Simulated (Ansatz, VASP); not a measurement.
## Ge: VASP beside Ansatz

File INCAR:

```
ALGO     = Normal         # electronic algorithm
DIPOL    = 0.5 0.5 0.500
EDIFF    = 1E-6           # SCF threshold, eV
ENCUT    = 520            # plane-wave cutoff, eV
GGA      = PE             # functional
IDIPOL   = 3            
ISIF     = 2              # what is computed and relaxed
ISMEAR   = 0              # smearing method
LASPH    = True           # aspherical terms in the spheres
LCHARG   = True           # write CHGCAR
LDIPOL   = True         
LELF     = True           # ELF
LREAL    = False          # projectors in reciprocal space
LVACPOTAV= True         
LVHAR    = True         
LWAVE    = False          # write WAVECAR
NBANDS   = 21             # bands
NELM     = 100            # most SCF steps
PREC     = Accurate       # precision mode
SIGMA    = 0.1            # smearing width, eV
```

The input KPOINTS:

```
k-points
0
Gamma
  12 12 1
```

Contents of POSCAR:

```
Ge
1.0
    4.0510000000      0.0000000000      0.0000000000
   -2.0255000000      3.5082689107      0.0000000000
    0.0000000000      0.0000000000     28.0000000000
Ge
2
Direct
    0.3333333333      0.6666666667      0.5181785714
    0.6666666667      0.3333333333      0.4818214286
```

Input for Ansatz:

```yaml
crystal:
  lattice:
    - [4.051, 0.0, 0.0]
    - [-2.0255, 3.5082689107, 0.0]
    - [0.0, 0.0, 28.0]
  atoms:
    - { symbol: Ge, position: [0.3333333333, 0.6666666667, 0.5181785714] }
    - { symbol: Ge, position: [0.6666666667, 0.3333333333, 0.4818214286] }
  periodic: [true, true, false]
basis:
  ecutwfc: 420
kpoints:
  mp_grid: { grid: [12, 12, 1] }
hamiltonian:
  xc: pbe
  pseudopotentials: { kind: paw, azcp: { folder: soft_1 } }
scf:
  occupations: { method: gaussian, width: 0.1 }
output:
  forces: true
  stress: true
  eigenvalues: true
```

Alike in both runs: task single point; functional PBE; k mesh 12 × 12 × 1; occupations gaussian, width 0.1 eV; no spin polarisation.

|  | VASP | Ansatz |
| --- | --- | --- |
| version | VASP 6.6.1 | Ansatz 0.2.0 |
| potentials or method | VASP PAW PBE potentials, release 64 (Ge_d), cutoff 520 eV | scalar-relativistic, plane waves, PAW |
| valence electrons in the cell | 28 | 28 |

|  | VASP | Ansatz | Ansatz less VASP |
| --- | --- | --- | --- |
| gap on the k mesh at the Fermi level (eV) | none | none | - |
| rms of the force components (eV/Å) | 0.759 | 0.758 | -0.0011 |
| work function, face that differs most (eV) | 4.21 | 4.21 | -0.001 |

Atom by atom the forces differ by 0.001 eV/Å (rms over components). A gap of «none» marks a metal or a gap that the smearing closes. With one functional, cell and mesh, what is left measures potentials, basis and numerics.
